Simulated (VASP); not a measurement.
# MgCd2S3: relaxation of cell and atoms with PBE

Crystal: MgCd2S3.

```xyz
6
Lattice="3.9654 0.0000 0.0000 0.0000 3.9654 0.0000 0.0000 0.0000 8.7361" Properties=species:S:1:pos:R:3 pbc="T T T"
Mg    0.0000    0.0000    0.0000
Cd    0.0000    1.9827    6.3905
Cd    1.9827    0.0000    2.3457
S     0.0000    1.9827    3.3503
S     1.9827    0.0000    5.3858
S     1.9827    1.9827    0.0000
```

The cell was generated, and may not be a known phase.

* Program: VASP 6.6.1
* Task: relaxation of cell and atoms
* Functional: PBE
* Potentials or basis: VASP PAW PBE potentials, release 64 (Mg, Cd, S)
* Cutoff: 600 eV
* k mesh: 4 × 4 × 2
* Occupations: gaussian, width 0.1 eV
* Spin: no spin polarisation
* Dipole correction: no
* Further INCAR settings: ALGO = Normal; EDIFF = 1e-06; IBRION = 2; EDIFFG = -0.04; NSW = 90; ISIF = 3

```json
{"Relaxed volume": "24.90 Å³/atom", "Relaxed cell": "a = 3.696 Å, b = 3.696 Å, c = 10.940 Å, α = 90.00°, β = 90.00°, γ = 90.00°", "Space group after relaxing (to 0.1 Å)": "P-4m2 (No. 115)", "Energy gained by relaxing": "451.9 meV/atom", "Ionic steps": "24", "Pressure after relaxing": "0.0 GPa", "Largest force after relaxing": "0.030 eV/Å", "Band gap on the k mesh": "0.62 eV (least direct gap 0.80 eV)"}
```

Forces in eV/Å, atoms in the order of the input:
```
Mg   0.000  0.000  0.000
Cd   0.000  0.000 -0.011
Cd   0.000  0.000  0.011
S    0.000  0.000 -0.030
S    0.000  0.000  0.030
S    0.000  0.000  0.000
```

Step by step:
```
step  energy change (eV)  largest force (eV/Å)  pressure (GPa)  volume (Å³)
   1              0.0000                1.8747           -6.70       137.37
   2             -1.0401                1.6313            0.43       119.13
   3             -1.1260                1.4430            4.79       113.23
   4             -1.6762                0.9279            4.58       115.72
   5             -2.0443                0.4899            5.36       118.95
   6             -2.1132                0.2871            6.63       124.98
   7             -2.1186                0.7318           -4.72       147.64
   8             -2.3437                0.5010           -0.09       135.63
   9             -2.3438                0.4968            0.03       135.41
  10             -2.3799                0.4775           -0.02       134.94
  11             -2.4835                0.4070           -0.02       133.48
  12             -2.5942                0.1836            0.92       130.43
  13             -2.5947                0.2817            0.59       131.06
  14             -2.5969                0.2396            0.75       130.76
  15             -2.6115                0.2102           -1.09       135.96
  16             -2.6135                0.2185           -0.65       134.58
  17             -2.6304                0.1865           -0.50       135.43
  18             -2.6671                0.1380            0.04       137.96
  19             -2.6745                0.4064            1.42       142.86
  20             -2.6816                0.3103            0.92       141.15
  21             -2.6998                0.1937            0.29       144.69
  22             -2.7079                0.0610           -0.37       148.94
  23             -2.7079                0.0489           -0.43       149.34
  24             -2.7114                0.0297            0.02       149.40
```

Final structure:
```yaml
crystal:
  lattice:
    - [3.69558, 0.00000, 0.00000]
    - [0.00000, 3.69558, 0.00000]
    - [0.00000, 0.00000, 10.93954]
  atoms:
    - { symbol: Mg, position: [0.00000, 0.00000, 0.00000] }
    - { symbol: Cd, position: [0.00000, 0.50000, 0.60850] }
    - { symbol: Cd, position: [0.50000, 0.00000, 0.39150] }
    - { symbol: S, position: [0.00000, 0.50000, 0.35906] }
    - { symbol: S, position: [0.50000, 0.00000, 0.64094] }
    - { symbol: S, position: [0.50000, 0.50000, 0.00000] }
```

Levels at points of the mesh, in eV from the valence-band top:
| k point | band 18 | band 19 | band 20 | band 21 | band 22 | band 23 | band 24 | band 25 | band 26 |
| --- | --- | --- | --- | --- | --- | --- | --- | --- | --- |
| (0.00, 0.00, 0.00) | -1.32 | -1.32 | -0.83 | -0.70 | -0.70 | 0.78 | 1.22 | 2.58 | 5.26 |
| (0.50, 0.00, 0.00) | -1.62 | -0.76 | -0.34 | -0.02 | 0.00 | 2.88 | 3.86 | 4.63 | 5.13 |
| (0.50, 0.50, 0.00) | -2.94 | -2.94 | -2.17 | -2.17 | -0.16 | 0.67 | 0.67 | 1.88 | 5.67 |
| (0.00, 0.00, 0.50) | -1.44 | -1.32 | -1.32 | -0.69 | -0.69 | 1.21 | 1.22 | 2.26 | 5.60 |
| (0.50, 0.00, 0.50) | -1.68 | -0.58 | -0.34 | -0.02 | 0.00 | 3.46 | 3.59 | 3.78 | 5.14 |
| (0.50, 0.50, 0.50) | -2.94 | -2.94 | -2.15 | -2.15 | -0.17 | 0.62 | 0.62 | 1.89 | 5.22 |

It took 19 min on 1 thread of Intel Xeon 8259CL, on a shared host, peak memory 0.3 GiB.

Caveat: semilocal functionals underestimate gaps, and a narrow one can read as zero; a cell axis changed by over 15 % at a fixed basis, so the end point is rough. A k mesh can miss the band edges.
